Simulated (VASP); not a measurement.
# Pd: single point with PBE

Crystal: Pd.

```
Pd
1.0
    -1.57228    1.57228    1.57228
     1.57228   -1.57228    1.57228
     1.57228    1.57228   -1.57228
Pd
1
Direct
  0.00000 0.00000 0.00000
```

```yaml
Program: VASP 6.6.1
Task: single point
Functional: PBE
Potentials_or_basis: VASP PAW PBE potentials, release 64 (Pd)
Cutoff: 520 eV
k_mesh: 9 × 9 × 9
Occupations: fermi-dirac, width 0.05 eV
Spin: non-collinear spin, zero start, spin-orbit coupling
Starting_moments: "[[0.0, 0.0, 0.0]] μB"
Dipole_correction: no
Further_INCAR_settings: ALGO = Fast; EDIFF = 1e-06; NBANDS = 21
```

The pressure is -1.5 GPa. The net moment is 0.00 μB per cell and the valence electrons inside the program's atomic spheres are Pd 9.35.

Moments on the atoms (μB; x, y, z):
```
Pd  0.00 0.00 0.00
```

Wall time 72 s on 1 thread of AMD EPYC 7R13, on a shared host, peak memory 0.13 GiB.
